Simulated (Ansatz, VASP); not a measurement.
## HC12 in VASP and in Ansatz

```xyz
13
Lattice="4.9312 0.0000 0.0000 0.0000 4.0099 0.0000 0.0000 0.0000 21.6014" Properties=species:S:1:pos:R:3 pbc="T T T"
C     1.2328    1.5145    4.0000
C     3.6984    1.5145    4.0000
C     0.0000    1.8930    4.6020
C     2.4656    1.8930    4.6020
C     0.0000    2.6503    5.8068
C     2.4656    2.6503    5.8068
C     1.2328    3.0089    6.3993
C     3.6984    3.0089    6.3993
C     1.2328    3.7745    7.6744
C     3.6984    3.7745    7.6744
C     0.0000    0.0940    8.2014
C     2.4656    0.0940    8.2014
H     0.8219    0.7623   11.3014
```

Alike in both runs: task single point; functional PBE; dispersion D3(BJ); k mesh 6 × 7 × 1; occupations gaussian, width 0.05 eV; collinear spin.

|  | VASP | Ansatz |
| --- | --- | --- |
| version | VASP 6.6.1 | Ansatz 0.2.0 |
| potentials or method | VASP PAW PBE potentials, release 64 (C, H), cutoff 520 eV | scalar-relativistic, plane waves, PAW |
| valence electrons in the cell | 49 | 49 |

|  | VASP | Ansatz | Ansatz less VASP |
| --- | --- | --- | --- |
| rms of the force components (eV/Å) | 0.877 | 1.065 | +0.1873 |
| net moment per atom (μB) | 0.08 | 0.08 | -0.005 |
| size of the moment on the site where the two differ most (μB) | 0.37 | 0.88 | +0.509 |
| work function, face that differs most (eV) | 6.08 | 4.97 | -1.113 |

Site moments also hang on the region over which each program counts them. Atom by atom the forces differ by 0.382 eV/Å (rms over components). Ansatz's warnings: xc potential rough in thin density.
